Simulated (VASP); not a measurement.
# Rb (P6_3mc) in VASP: single point with PBEsol

Aim: the single point of Rb with PBEsol.

Program: VASP 6.6.1. These are calculated values, not measurements. Logs are shortened: lines on timing, memory, paths and dates and some standing lists are left out, and cuts for length are marked.

## Step 1: The cell of the first run

The structure is hexagonal, space group P6_3mc (No. 186). The conventional cell has a = 4.805 Å, b = 4.805 Å, c = 17.461 Å, α = 90.00°, β = 90.00°, γ = 120.00°.

## Step 2: Single point, PBEsol (strained and its atoms moved)

INCAR reads:

```
SYSTEM = Rb
PREC     = Accurate       ! precision mode
ENCUT    = 520            ! plane-wave cutoff, eV
EDIFF    = 1E-6           ! SCF threshold, eV
ISMEAR   = 0              ! smearing method
SIGMA    = 0.1            ! smearing width, eV
LREAL    = .FALSE.        ! projectors in reciprocal space
LASPH    = .TRUE.         ! aspherical terms in the spheres
NELM     = 100            ! most SCF steps
ALGO     = Fast           ! electronic algorithm
ISIF     = 2              ! what is computed and relaxed
LWAVE    = .FALSE.        ! write WAVECAR
LCHARG   = .FALSE.        ! write CHGCAR
GGA      = PS             ! functional
NBANDS   = 26             ! bands
```

KPOINTS reads:

```
Automatic mesh
0
G
  9 9 2
  0 0 0
```

POSCAR reads:

```
Rb
1.0
    4.8047749784      0.0000000000      0.0000000000
   -2.4023874892      4.1610571908      0.0000000000
    0.0000000000      0.0000000000     17.4609804678
Rb
4
Direct
    0.0000000000      0.0000000000      0.0148071582
    0.3333333300      0.6666666700      0.7351928418
    0.0000000000      0.0000000000      0.5148071582
    0.6666666700      0.3333333300      0.2351928418
```

Potentials or basis: VASP PAW PBE potentials, release 64 (Rb_sv).

Command:

```bash
> cat potpaw_PBE.64/Rb_sv/POTCAR > POTCAR
> mpirun -np 1 vasp_std > vasp.out
```

OUTCAR:

```text
SYSTEM = Rb
   PREC = Accurate
   ENCUT = 520
   EDIFF = 1E-6
   ISMEAR = 0
   LREAL = .FALSE.
   LASPH = .TRUE.
   NELM = 100
   ISIF = 2
   GGA = PS

 ion  position               nearest neighbor table
   1  0.000  0.000  0.015-   4 4.74   4 4.74   4 4.74   2 5.62   2 5.62   2 5.62
   2  0.333  0.667  0.735-   3 4.74   3 4.74   3 4.74   1 5.62   1 5.62   1 5.62
   3  0.000  0.000  0.515-   2 4.74   2 4.74   2 4.74   4 5.62   4 5.62   4 5.62
   4  0.667  0.333  0.235-   1 4.74   1 4.74   1 4.74   3 5.62   3 5.62   3 5.62

  LATTYP: Found a hexagonal cell.
 ALAT       =     4.8047749784
 C/A-ratio  =     3.6340891189

  Lattice vectors:

 A1 = (   4.8047749784,   0.0000000000,   0.0000000000)
 A2 = (  -2.4023874892,   4.1610571908,   0.0000000000)
 A3 = (   0.0000000000,   0.0000000000,  17.4609804678)

Analysis of symmetry for initial positions (statically):
=====================================================================
 Subroutine PRICEL returns:
 Original cell was already a primitive cell.

 Routine SETGRP: Setting up the symmetry group for a
 hexagonal supercell.

 Subroutine GETGRP returns: Found 12 space group operations
 (whereof  6 operations were pure point group operations)
 out of a pool of 24 trial point group operations.

The static configuration has the point symmetry C_3v.
 The point group associated with its full space group is C_6v.

Analysis of symmetry for dynamics (positions and initial velocities):
=====================================================================
 Subroutine PRICEL returns:
 Original cell was already a primitive cell.

 Routine SETGRP: Setting up the symmetry group for a
 hexagonal supercell.

 Subroutine GETGRP returns: Found 12 space group operations
 (whereof  6 operations were pure point group operations)
 out of a pool of 24 trial point group operations.

The dynamic configuration has the point symmetry C_3v.
 The point group associated with its full space group is C_6v.

 Subroutine INISYM returns: Found 12 space group operations
 (whereof  6 operations are pure point group operations),
 and found     1 'primitive' translations

----------------------------------------------------------------------------------------

                                     Primitive cell

[... 90 lines left out ...]
   LASPH  =      T    aspherical Exc in radial PAW
   ENCUT  =  520.0 eV  38.22 Ry    6.18 a.u.   8.93  8.93 32.47*2*pi/ulx,y,z
   NELM   =    100;   NELMIN=  2; NELMDL= -5     # of ELM steps
   EDIFF  = 0.1E-05   stopping-criterion for ELM
   LREAL  =      F    real-space projection
   EDIFFG = 0.1E-04   stopping-criterion for IOM
   NSW    =      0    number of steps for IOM
   IBRION =     -1    ionic relax: 0-MD 1-quasi-New 2-CG
   NFREE  =      0    steps in history (QN), initial steepest desc. (CG)
   ISIF   =      2    stress and relaxation
   ISYM   =      2    0-nonsym 1-usesym 2-fastsym
   POTIM  = 0.5000    time-step for ionic-motion
   TEBEG  =    0.0;   TEEND  =   0.0 temperature during run
   PSTRESS=    0.0 pullay stress
   NELECT =      36.0000    total number of electrons
   NUPDOWN=      -1.0000    fix difference up-down
   EMIN   =  10.00;   EMAX   =-10.00  energy-range for DOS
   EFERMI =   0.00;   METHOD = LEGACY
   ISMEAR =     0;   SIGMA  =   0.10  broadening in eV -4-tet -1-fermi 0-gaus
   EFERMI_NEDOS =   21; number of points for ismear=-14 and -15
   IALGO  =     68    algorithm
   IMIX   =      4    mixing-type and parameters
     AMIX     =   0.40;   BMIX     =  1.00
     AMIX_MAG =   1.60;   BMIX_MAG =  1.00
  volume/ion in A,a.u.               =      87.27       588.95
  Fermi-wavevector in a.u.,A,eV,Ry     =   0.767704  1.450750  8.018861  0.589370
  Thomas-Fermi vector in A             =   1.868318
   LORBIT       =      0    0 simple, 1 ext, 2 COOP (PROOUT), +10 PAW based schemes
   GGA     = PS    functional components
   LHFCALC =     F    Hartree Fock is set to
   AEXX    =    0.0000 exact exchange contribution
   IVDW    =     0    specifies the selected vdW correction
   LEPSILON=     F    determine dielectric tensor
   LRPA    =     F    only Hartree local field effects (RPA)
 non-spin polarized calculation
 RMM-DIIS sequential band-by-band and
 Gauss-broadening in eV      SIGMA  =   0.10
  energy-cutoff  :      520.00
  volume of cell :      349.10
 maximum number of plane-waves:      9468
 NGX is ok and might be reduce to    36
   NGX = 17   NGY = 17   NGZ = 65

 number of electron      35.9999999 magnetization

 Free energy of the ion-electron system (eV)
  ---------------------------------------------------
  ext. energy  EPLUGINS =         0.00000000
  ---------------------------------------------------
  free energy    TOTEN  =        -4.01285523 eV

  energy without entropy =       -3.99599285  energy(sigma->0) =       -4.00442404

 E-fermi :   0.0657     XC(G=0):  -5.6072

 val. band max:        0.0367645635   @ k =   0.1111  -0.0000   0.0000
 cond. band min:       0.0975603645   @ k =   0.2222   0.1111   0.5000
 fundamental gap:      0.0607958010
 Fermi energy:         0.0657485532

 k-point     1 :       0.0000    0.0000    0.0000
  band No.  band energies     occupation
      1     -28.7958      2.00000
      2     -28.7954      2.00000
      3     -28.7911      2.00000
      4     -28.7907      2.00000
      5     -12.9471      2.00000
      6     -12.9298      2.00000
[... 685 lines left out ...]
     25       1.8043      0.00000
     26       1.9167      0.00000

------------------------ aborting loop because EDIFF is reached ----------------------------------------

  FORCE on cell =-STRESS in cart. coord.  units (eV):
  Direction    XX          YY          ZZ          XY          YZ          ZX
  --------------------------------------------------------------------------------------
  -------------------------------------------------------------------------------------
  Total        0.4655982      0.4655982     -0.2533299     -0.0000000      0.0000000      0.0000000
  in kB        2.1368624      2.1368624     -1.1626571     -0.0000000      0.0000000      0.0000000
  external PRESSURE =       1.0370226 kB  Pullay stress =       0.0000000 kB

 VOLUME and BASIS-vectors are now :
 -----------------------------------------------------------------------------
  energy-cutoff  :      520.00
  volume of cell :      349.10
      direct lattice vectors                 reciprocal lattice vectors
     4.804774978  0.000000000  0.000000000     0.208126292  0.120161771  0.000000000
    -2.402387489  4.161057191  0.000000000     0.000000000  0.240323541  0.000000000
     0.000000000  0.000000000 17.460980468     0.000000000  0.000000000  0.057270553

 POSITION                                       TOTAL-FORCE (eV/Angst)
 -----------------------------------------------------------------------------------
      0.00000      0.00000      0.25855        -0.000000     -0.000000     -0.131484
     -0.00000      2.77404     12.83719         0.000000      0.000000      0.131484
      0.00000      0.00000      8.98904        -0.000000      0.000000     -0.131484
      2.40239      1.38702      4.10670        -0.000000     -0.000000      0.131484
 -----------------------------------------------------------------------------------
    total drift:                                0.000000      0.000000     -0.000027

  FREE ENERGIE OF THE ION-ELECTRON SYSTEM (eV)
  ---------------------------------------------------
  free  energy   TOTEN  =        -4.0128552336 eV

  energy  without entropy=       -3.9959928465  energy(sigma->0) =       -4.00442404
```

OSZICAR:

```text
N       E                     dE             d eps       ncg     rms          rms(c)
DAV:   1     0.259750305885E+03    0.25975E+03   -0.13513E+04  1248   0.107E+03
DAV:   2     0.248211849193E+02   -0.23493E+03   -0.22995E+03  1748   0.225E+02
DAV:   3    -0.307324565480E+01   -0.27894E+02   -0.27639E+02  1856   0.712E+01
DAV:   4    -0.400289560591E+01   -0.92965E+00   -0.92611E+00  1664   0.135E+01
DAV:   5    -0.403970231496E+01   -0.36807E-01   -0.36797E-01  1914   0.236E+00    0.251E+00
RMM:   6    -0.401802740485E+01    0.21675E-01   -0.27421E-02  1589   0.687E-01    0.152E+00
RMM:   7    -0.401299970256E+01    0.50277E-02   -0.48082E-02  1644   0.790E-01    0.135E-01
RMM:   8    -0.401276809615E+01    0.23161E-03   -0.45655E-03  1729   0.297E-01    0.343E-02
RMM:   9    -0.401278223503E+01   -0.14139E-04   -0.12591E-03  2188   0.130E-01    0.261E-02
RMM:  10    -0.401282128573E+01   -0.39051E-04   -0.42603E-04  2346   0.696E-02    0.231E-02
RMM:  11    -0.401283716556E+01   -0.15880E-04   -0.17033E-04  2176   0.513E-02    0.144E-02
RMM:  12    -0.401284593751E+01   -0.87720E-05   -0.99499E-05  2128   0.325E-02    0.287E-03
RMM:  13    -0.401285128181E+01   -0.53443E-05   -0.45452E-05  2043   0.232E-02    0.384E-03
RMM:  14    -0.401285308687E+01   -0.18051E-05   -0.21242E-05  2015   0.167E-02    0.233E-03
RMM:  15    -0.401285448568E+01   -0.13988E-05   -0.11123E-05  1888   0.125E-02    0.120E-03
RMM:  16    -0.401285523355E+01   -0.74787E-06   -0.63752E-06  1717   0.868E-03
   1 F= -.40128552E+01 E0= -.40044240E+01  d E =-.168624E-01
```

Run time: 4 min. Hardware: 1 thread of Intel Xeon Platinum 8375C at 2.90GHz (Ice Lake), shared host; peak memory 0.51 GiB.

Results:

```yaml
Free_energy: -4.0129 eV
Pressure: 0.1 GPa
Largest_force: 0.131 eV/Å
Band_gap_on_the_k_mesh: zero (band 18 reaches 0.96 eV, above the bottom of band 19 at -1.23 eV)
```

Forces on the atoms (eV/Å):
```
Rb   0.000  0.000 -0.131
Rb   0.000  0.000  0.131
Rb   0.000  0.000 -0.131
Rb   0.000  0.000  0.131
```

Levels at points of the mesh, in eV from the Fermi level:
| k point | band 15 | band 16 | band 17 | band 18 | band 19 | band 20 | band 21 | band 22 |
| --- | --- | --- | --- | --- | --- | --- | --- | --- |
| (0.00, 0.00, 0.00) | -12.89 | -12.89 | -2.06 | -1.61 | -1.29 | -0.18 | 0.40 | 1.65 |
| (0.00, 0.00, 0.50) | -12.89 | -12.89 | -1.91 | -1.91 | -0.77 | -0.77 | 1.03 | 1.03 |

Caveat: the cell differs from its parent crystal (strained and its atoms moved); the PAW data sets were made with another functional, which shifts forces and pressure a little.
